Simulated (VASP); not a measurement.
Crystal: PbSe.

```
CELL_PARAMETERS angstrom
3.78432 0.00000 0.00000
0.00000 3.78432 0.00000
0.00000 0.00000 3.78432
ATOMIC_POSITIONS crystal
Pb 0.00000 0.00000 0.00000
Se 0.50000 0.50000 0.50000
```

```yaml
Program: VASP 6.6.1
Task: relaxation of cell and atoms
Functional: RPBE
Dispersion: D3(BJ)
Potentials_or_basis: VASP PAW PBE potentials, release 64 (Pb_d, Se)
Cutoff: 600 eV
k_mesh: 7 × 7 × 7
Occupations: fermi-dirac, width 0.05 eV
Spin: no spin polarisation
```

At the start: pressure -16.6 GPa; volume 27.10 Å³/atom.

Task: Where does the relaxation end?

Result: Over 6 steps the energy falls by 488.2 meV/atom and the volume is 20.01 Å³/atom (-26.1 %); space group Pm-3m (No. 221, to 0.05 Å).

The path:
```tsv
step	energy change (eV)	largest force (eV/Å)	pressure (GPa)	volume (Å³)
1	0.0000	0.0000	-16.65	54.20
2	-0.7165	0.0000	19.05	34.98
3	-0.9764	0.0000	-0.08	40.06
4	-0.9760	0.0000	0.59	39.81
5	-0.9761	0.0000	-0.46	40.21
6	-0.9764	0.0000	0.01	40.03
```

Final structure:
```
Pb Se
1.0
     3.42080    0.00000    0.00000
     0.00000    3.42080    0.00000
     0.00000    0.00000    3.42080
Pb Se
1 1
Cartesian
  0.0000 0.0000 0.0000
  1.7104 1.7104 1.7104
```

Caveat: the volume moved by over 15 % at a fixed basis, so the end points are rough; the PAW data sets were made with another functional, which shifts forces and pressure a little; pairwise dispersion overbinds metals, which lowers pressure and volume.
